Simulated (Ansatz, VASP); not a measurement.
# Two plane-wave programs on ZrAl3B3N

The input INCAR:

```
ALGO     = Normal         # electronic algorithm
EDIFF    = 1E-6           # SCF threshold, eV
EDIFFG   = -0.08          # ionic threshold
ENCUT    = 600            # plane-wave cutoff, eV
GGA      = PE             # functional
IBRION   = 2              # ionic algorithm
ISIF     = 3              # what is computed and relaxed
ISMEAR   = 0              # smearing method
LASPH    = T              # aspherical terms in the spheres
LCHARG   = F              # write CHGCAR
LREAL    = F              # projectors in reciprocal space
LWAVE    = F              # write WAVECAR
NELM     = 60             # most SCF steps
NSW      = 36             # ionic steps
PREC     = Accurate       # precision mode
SIGMA    = 0.15           # smearing width, eV
```

Contents of KPOINTS:

```
k-points
0
Gamma
  3 3 3
```

POSCAR

```
ZrAl3B3N
1.0
    4.5955366800      0.0000000000      0.0000000000
    0.0000000000      4.5955366800      0.0000000000
    0.0000000000      0.0000000000      4.5955366800
Zr Al B N
1 3 3 1
Direct
    0.5000000000      0.5000000000      0.5000000000
    0.5000000000      0.0000000000      0.0000000000
    0.0000000000      0.5000000000      0.0000000000
    0.0000000000      0.0000000000      0.5000000000
    0.0000000000      0.5000000000      0.5000000000
    0.5000000000      0.0000000000      0.5000000000
    0.5000000000      0.5000000000      0.0000000000
    0.0000000000      0.0000000000      0.0000000000
```

Input for Ansatz:

```yaml
crystal:
  lattice:
    - [4.59553668, 0.0, 0.0]
    - [0.0, 4.59553668, 0.0]
    - [0.0, 0.0, 4.59553668]
  atoms:
    - { symbol: Zr, position: [0.5, 0.5, 0.5] }
    - { symbol: Al, position: [0.5, 0.0, 0.0] }
    - { symbol: Al, position: [0.0, 0.5, 0.0] }
    - { symbol: Al, position: [0.0, 0.0, 0.5] }
    - { symbol: B, position: [0.0, 0.5, 0.5] }
    - { symbol: B, position: [0.5, 0.0, 0.5] }
    - { symbol: B, position: [0.5, 0.5, 0.0] }
    - { symbol: "N", position: [0.0, 0.0, 0.0] }
basis:
  ecutwfc: 420
kpoints:
  mp_grid: { grid: [3, 3, 3] }
hamiltonian:
  xc: pbe
scf:
  occupations: { method: gaussian, width: 0.15 }
  lower_state_search: "off"
output:
  forces: true
  stress: true
  eigenvalues: true
relax:
  adjacent_minimum: "off"
  f_tol: 0.08
  max_steps: 16
  cell: { stress_tol: 0.8 }
```

Alike in both runs: task relaxation of cell and atoms; functional PBE; k mesh 3 × 3 × 3; occupations gaussian, width 0.15 eV; no spin polarisation.

|  | VASP | Ansatz |
| --- | --- | --- |
| version | VASP 6.6.1 | Ansatz 0.2.0 |
| potentials or method | VASP PAW PBE potentials, release 64 (Zr_sv, Al, B, N), cutoff 600 eV | scalar-relativistic, plane waves, PAW |
| valence electrons in the cell | 35 | 35 |

|  | VASP | Ansatz | Ansatz less VASP |
| --- | --- | --- | --- |
| gap on the k mesh at the Fermi level, each at its own relaxed structure (eV) | none | none | - |
| relaxed volume (Å³/atom) | 11.77 | 11.79 | +0.020 |
| relaxed length of the cell vector where the two differ most in proportion (Å) | 4.550 | 4.552 | +0.0026 |

A gap of «none» marks a metal or a gap that the smearing closes.

The k mesh is coarse, so the values compare programs but aren't converged.
